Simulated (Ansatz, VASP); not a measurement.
# Two plane-wave programs on Ag

INCAR

```
SYSTEM = Ag
PREC     = Accurate       ! precision mode
ENCUT    = 520            ! plane-wave cutoff, eV
EDIFF    = 1E-7           ! SCF threshold, eV
ISMEAR   = -1             ! smearing method
SIGMA    = 0.1            ! smearing width, eV
LREAL    = .False.        ! projectors in reciprocal space
LASPH    = .True.         ! aspherical terms in the spheres
NELM     = 80             ! most SCF steps
ALGO     = Normal         ! electronic algorithm
ISIF     = 2              ! what is computed and relaxed
LWAVE    = .False.        ! write WAVECAR
LCHARG   = .False.        ! write CHGCAR
GGA      = CA             ! functional
NBANDS   = 12             ! bands
```

Contents of KPOINTS:

```
regular mesh
0
Gamma
  5 5 5
  0 0 0
```

POSCAR

```
Ag
1.0
    0.0000000000      1.9996579419      1.9996579419
    1.9996579419      0.0000000000      1.9996579419
    1.9996579419      1.9996579419      0.0000000000
Ag
1
Direct
    0.0000000000      0.0000000000      0.0000000000
```

Input for Ansatz:

```yaml
crystal:
  lattice:
    - [0.0, 1.9996579419, 1.9996579419]
    - [1.9996579419, 0.0, 1.9996579419]
    - [1.9996579419, 1.9996579419, 0.0]
  atoms:
    - { symbol: Ag, position: [0.0, 0.0, 0.0] }
hamiltonian:
  xc: lda
  pseudopotentials:
    kind: paw
    azcp:
      Ag: "pseudopotentials/Ag.paw.azcp"
basis:
  ecutwfc: 420
  fft_grid_basis: typed
kpoints:
  mp_grid: { grid: [5, 5, 5], shift: [0, 0, 0] }
magnetization:
  spin_polarized: false
scf:
  occupations: { method: fermi_dirac, width: 0.1 }
  lower_state_search: "off"
output:
  stress: true
```

Alike in both runs: task single point; functional LDA; k mesh 5 × 5 × 5; occupations fermi-dirac, width 0.1 eV; no spin polarisation.

|  | VASP | Ansatz |
| --- | --- | --- |
| version | VASP 6.6.1 | Ansatz 0.2.0 |
| potentials or method | VASP PAW LDA potentials, release 64 (Ag), cutoff 520 eV | plane waves (420 eV) with PAW, scalar-relativistic |
| valence electrons in the cell | 11 | 19 |

```tsv
	VASP	Ansatz	Ansatz less VASP
pressure (GPa)	-0.6	-0.8	-0.14
```

Ansatz warns that its potentials were made for another functional, while VASP's fit it. LDA's correlation is that of Perdew and Zunger in VASP and of Perdew and Wang (1992) in Ansatz. VASP's potentials hold 11 valence electrons a cell and Ansatz's 19, so a difference there can come from the potentials and not from the codes.

The k mesh is coarse, so the values compare programs but aren't converged.
